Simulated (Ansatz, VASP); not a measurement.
## Two plane-wave programs on PbSe

INCAR

```
PREC = Accurate
ENCUT = 520
EDIFF = 1E-6
ISMEAR = -1
SIGMA = 0.02
LREAL = F
LASPH = T
NELM = 80
ALGO = Normal
ISIF = 2
LWAVE = F
LCHARG = T
GGA = PE
LELF = T
LVHAR = T
NBANDS = 17
```

Contents of KPOINTS:

```
Automatic mesh
0
Gamma
  8 8 8
```

The input POSCAR:

```
PbSe
1.0
    0.0000000000      3.0696893648      3.1835748402
    3.0696893648      0.0000000000      3.1835748402
    3.0696893648      3.0696893648      0.0000000000
Pb Se
1 1
Direct
    0.0000000000      0.0000000000      0.0000000000
    0.5000000000      0.5000000000      0.5000000000
```

Input for Ansatz:

```yaml
crystal:
  lattice:
    - [0.0, 3.0696893648, 3.1835748402]
    - [3.0696893648, 0.0, 3.1835748402]
    - [3.0696893648, 3.0696893648, 0.0]
  atoms:
    - { symbol: Pb, position: [0.0, 0.0, 0.0] }
    - { symbol: Se, position: [0.5, 0.5, 0.5] }
kpoints:
  mp_grid: { grid: [8, 8, 8] }
  band_path:
    path:
      - [0.0, 0.0, 0.0]
      - [0.5, 0.0, 0.5]
      - [0.625, 0.25, 0.625]
      - [0.375, 0.375, 0.75]
      - [0.5, 0.5, 0.5]
      - [0.5, 0.25, 0.75]
      - [0.0, 0.0, 0.5]
    npoints: 1
hamiltonian:
  xc: pbe
scf:
  occupations: { method: fermi_dirac, width: 0.02 }
  n_extra_bands: 4
output:
  forces: true
  stress: true
  eigenvalues: true
  write_density: true
  write_potential: true
  elf: true
  volumetric_format: npy
```

Change from the starting cell: uniaxial_z strain +3.7%.

Alike in both runs: task single point; functional PBE; k mesh 8 × 8 × 8; occupations fermi-dirac, width 0.02 eV; no spin polarisation.

```csv
,VASP,Ansatz
version,VASP 6.6.1,Ansatz 0.2.0
potentials or method,"VASP PAW PBE potentials, release 64 (Pb_d, Se)","plane waves, PAW"
plane-wave cutoff (eV),520,420
valence electrons in the cell,20,30
```

```csv
,VASP,Ansatz,Ansatz less VASP
pressure (GPa),0.2,0.2,+0.02
"traceless stress, the component that is largest in VASP (GPa)",-2.35,-2.35,+0.006
```

VASP's potentials hold 20 valence electrons a cell and Ansatz's 30, so a difference there can come from the potentials and not from the codes.

Neither program's run includes spin-orbit coupling.
